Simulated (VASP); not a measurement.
Here is a VASP 6.6.1 calculation.

INCAR

```
SYSTEM = HPt2
ALGO = Normal ; EDIFF = 1E-6
EDIFFG = -0.04 ; ENCUT = 600
GGA = PE ; IBRION = 2
ISIF = 3 ; ISMEAR = 0
LASPH = .True. ; LCHARG = .False.
LREAL = .False. ; LWAVE = .False.
NELM = 60 ; NSW = 90
PREC = Accurate ; SIGMA = 0.1
```

File KPOINTS:

```
k-points
0
Gamma
  8 8 8
  0 0 0
```

The input POSCAR:

```
HPt2
1.0
   -1.5307197691      1.5307197691      3.7550469337
    1.5307197691     -1.5307197691      3.7550469337
    1.5307197691      1.5307197691     -3.7550469337
H Pt
1 2
Direct
    0.0000000000      0.0000000000      0.0000000000
    0.6650000000      0.6650000000      0.0000000000
    0.3350000000      0.3350000000      0.0000000000
```

Potentials or basis: VASP PAW PBE potentials, release 64 (H, Pt).

Command:

```console
$ cat potpaw_PBE.64/H/POTCAR potpaw_PBE.64/Pt/POTCAR > POTCAR
$ mpirun -np 1 vasp_std > vasp.out
```

Task: Predict the relaxed cell.

Result: a = 5.108 Å, b = 5.108 Å, c = 5.108 Å, α = 148.94°, β = 148.94°, γ = 44.50°.

Task: What does it give for the space group after relaxing (to 0.05 Å)?

Result: I4/mmm (No. 139).

Task: Estimate the relaxed volume.

Result: 11.79 Å³/atom.

Stress tensor (GPa, compression positive):
```
0.16 0.00 0.00
0.00 0.16 0.00
0.00 0.00 0.01
```

Caveat: the k points lie up to 0.41 Å⁻¹ apart in the final cell.
